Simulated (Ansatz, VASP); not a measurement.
# Ta2Si: VASP beside Ansatz

File INCAR:

```
SYSTEM = Ta2Si
PREC = Accurate
ENCUT = 500
EDIFF = 1E-7
ISMEAR = 0
SIGMA = 0.1
LREAL = .False.
LASPH = .True.
NELM = 120
ALGO = Normal
ISIF = 3
LWAVE = .False.
LCHARG = .False.
IBRION = 2
NSW = 100
EDIFFG = -0.005
GGA_COMPAT = .False.
NELMIN = 4
```

KPOINTS

```
regular mesh
0
Gamma
  10 10 10
  0 0 0
```

Contents of POSCAR:

```
Ta2Si
1.0
   -3.0877629443      3.0877629443      2.5236412193
    3.0877629443     -3.0877629443      2.5236412193
    3.0877629443      3.0877629443     -2.5236412193
Ta Si
4 2
Direct
    0.6635932100      0.8364067900      0.5000000000
    0.8364067900      0.3364067900      0.1728135800
    0.3364067900      0.1635932100      0.5000000000
    0.1635932100      0.6635932100      0.8271864200
    0.2500000000      0.2500000000      0.0000000000
    0.7500000000      0.7500000000      0.0000000000
```

Input for Ansatz:

```yaml
crystal:
  lattice:
    - [-3.0877629443, 3.0877629443, 2.5236412193]
    - [3.0877629443, -3.0877629443, 2.5236412193]
    - [3.0877629443, 3.0877629443, -2.5236412193]
  atoms:
    - { symbol: Ta, position: [0.66359321, 0.83640679, 0.5] }
    - { symbol: Ta, position: [0.83640679, 0.33640679, 0.17281358] }
    - { symbol: Ta, position: [0.33640679, 0.16359321, 0.5] }
    - { symbol: Ta, position: [0.16359321, 0.66359321, 0.82718642] }
    - { symbol: Si, position: [0.25, 0.25, 0.0] }
    - { symbol: Si, position: [0.75, 0.75, 0.0] }
basis:
  ecutwfc: 420
kpoints:
  mp_grid: { grid: [10, 10, 10] }
hamiltonian:
  xc: lda
  pseudopotentials: { kind: paw }
scf:
  occupations: { method: gaussian, width: 0.1 }
output:
  forces: true
  stress: true
  eigenvalues: true
relax:
  adjacent_minimum: "off"
  f_tol: 0.005
  max_steps: 80
  cell: { stress_tol: 0.05 }
```

Alike in both runs: task relaxation of cell and atoms; functional LDA; k mesh 10 × 10 × 10; occupations gaussian, width 0.1 eV; no spin polarisation.

|  | VASP | Ansatz |
| --- | --- | --- |
| version | VASP 6.6.1 | Ansatz 0.2.0 |
| potentials or method | VASP PAW LDA potentials, release 64 (Ta_pv, Si), cutoff 500 eV | scalar-relativistic, plane waves, PAW |
| valence electrons in the cell | 52 | 60 |

|  | VASP | Ansatz | Ansatz less VASP |
| --- | --- | --- | --- |
| gap on the k mesh at the Fermi level, each at its own relaxed structure (eV) | none | none | - |
| relaxed volume (Å³/atom) | 15.55 | 15.50 | -0.057 |
| relaxed cell length with the largest relative difference (Å) | 4.990 | 4.983 | -0.0061 |

LDA's correlation is that of Perdew and Zunger in VASP and of Perdew and Wang (1992) in Ansatz. A gap of «none» marks a metal or a gap that the smearing closes. VASP's potentials hold 52 valence electrons a cell and Ansatz's 60, so a difference there can come from the potentials and not from the codes.

Neither program's run includes spin-orbit coupling.
